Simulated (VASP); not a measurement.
A run of VASP 6.6.1 is set up as follows.

INCAR

```
PREC     = Accurate       # precision mode
ENCUT    = 600            # plane-wave cutoff, eV
EDIFF    = 1E-6           # SCF threshold, eV
ISMEAR   = 0              # smearing method
SIGMA    = 0.1            # smearing width, eV
LREAL    = F              # projectors in reciprocal space
LASPH    = T              # aspherical terms in the spheres
NELM     = 100            # most SCF steps
ALGO     = Normal         # electronic algorithm
ISIF     = 3              # what is computed and relaxed
LWAVE    = F              # write WAVECAR
LCHARG   = F              # write CHGCAR
GGA      = PE             # functional
IBRION   = 2              # ionic algorithm
NSW      = 90             # ionic steps
EDIFFG   = -0.02          # ionic threshold
```

File KPOINTS:

```
Automatic mesh
0
Gamma
  16 16 16
```

File POSCAR:

```
Ti
1.0
   -1.6410000000      1.6410000000      1.6410000000
    1.6410000000     -1.6410000000      1.6410000000
    1.6410000000      1.6410000000     -1.6410000000
Ti
1
Direct
    0.0000000000      0.0000000000      0.0000000000
```

Potentials or basis: VASP PAW PBE potentials, release 64 (Ti_sv).

Launch:

```bash
$ cat potpaw_PBE.64/Ti_sv/POTCAR > POTCAR
$ mpirun -np 1 vasp_std > vasp.out
```

Problem. Estimate the relaxed cell.

Solution. a = 2.816 Å, b = 2.816 Å, c = 2.816 Å, α = 109.47°, β = 109.47°, γ = 109.47°.

Problem. Predict the space group after relaxing (to 0.1 Å).

Solution. Im-3m (No. 229).

Problem. What does it give for the band gap on the k mesh?

Solution. Zero (bands 6 and 7 overlap by 1.63 eV).

Step by step:
```tsv
step	energy change (eV)	largest force (eV/Å)	pressure (GPa)	volume (Å³)
1	0.0000	0.0000	-2.79	17.68
2	-0.0027	0.0000	1.84	16.90
3	-0.0043	0.0000	0.01	17.19
```
